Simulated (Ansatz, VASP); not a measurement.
# One calculation of Pd, two programs

```xyz
1
Lattice="2.6261 0.0000 0.0000 0.0000 2.6261 0.0000 0.0000 0.0000 2.5868" Properties=species:S:1:pos:R:3 pbc="T T T"
Pd    0.0000    0.0000    0.0000
```

Change from the starting cell: z stretched by -1 % at fixed volume.

Alike in both runs: task single point; functional PBE; k mesh 13 × 13 × 13; occupations fermi-dirac, width 0.03 eV; no spin polarisation.

|  | VASP | Ansatz |
| --- | --- | --- |
| version | VASP 6.6.1 | Ansatz 0.2.0 |
| potentials or method | VASP PAW PBE potentials, release 64 (Pd), cutoff 520 eV | all-electron LAPW, scalar-relativistic |

VASP gave:

* pressure (GPa): -0.3
* traceless stress, the component that is largest in VASP (GPa): 2.80

Question: Which values does Ansatz return?

Answer: Pressure (GPa): 0.0; traceless stress, the component that is largest in VASP (GPa): 2.83.

Ansatz ran all-electron here, and VASP with PAW potentials.
